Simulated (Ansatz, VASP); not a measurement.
**MnSi: VASP beside Ansatz**

```
CELL_PARAMETERS angstrom
4.43656 0.00000 0.00000
0.00000 4.43656 0.00000
0.00000 0.00000 4.43656
ATOMIC_POSITIONS crystal
Mn 0.13834 0.13834 0.13834
Mn 0.36166 0.86166 0.63834
Mn 0.63834 0.36166 0.86166
Mn 0.86166 0.63834 0.36166
Si 0.84601 0.84601 0.84601
Si 0.65399 0.15399 0.34601
Si 0.34601 0.65399 0.15399
Si 0.15399 0.34601 0.65399
```

Alike in both runs: functional PBE; k mesh 8 × 8 × 8; occupations gaussian, width 0.05 eV; no spin polarisation.

Ansatz relaxed the structure, and its values are those at the end. VASP's run is a single point on that final structure, the one shown.

|  | VASP | Ansatz |
| --- | --- | --- |
| version | VASP 6.6.1 | Ansatz 0.2.0 |
| potentials or method | VASP PAW PBE potentials, release 64 (Mn_pv, Si), cutoff 520 eV | scalar-relativistic, plane waves, PAW |
| valence electrons in the cell | 68 | 76 |

Ansatz gave:

```
gap on the k mesh at the Fermi level (eV) : none
pressure (GPa)                            : 9.8
rms of the force components (eV/Å)        : 0.000
```

**Question.** Estimate VASP's values.

**Answer.** gap on the k mesh at the Fermi level (eV): none; pressure (GPa): 9.7; rms of the force components (eV/Å): 0.005.

A gap of «none» marks a metal or a gap that the smearing closes. With one functional, cell and mesh, what is left measures potentials, basis and numerics. VASP's potentials hold 68 valence electrons a cell and Ansatz's 76, so a difference there can come from the potentials and not from the codes. Ansatz's warnings: stress scf threshold loose.
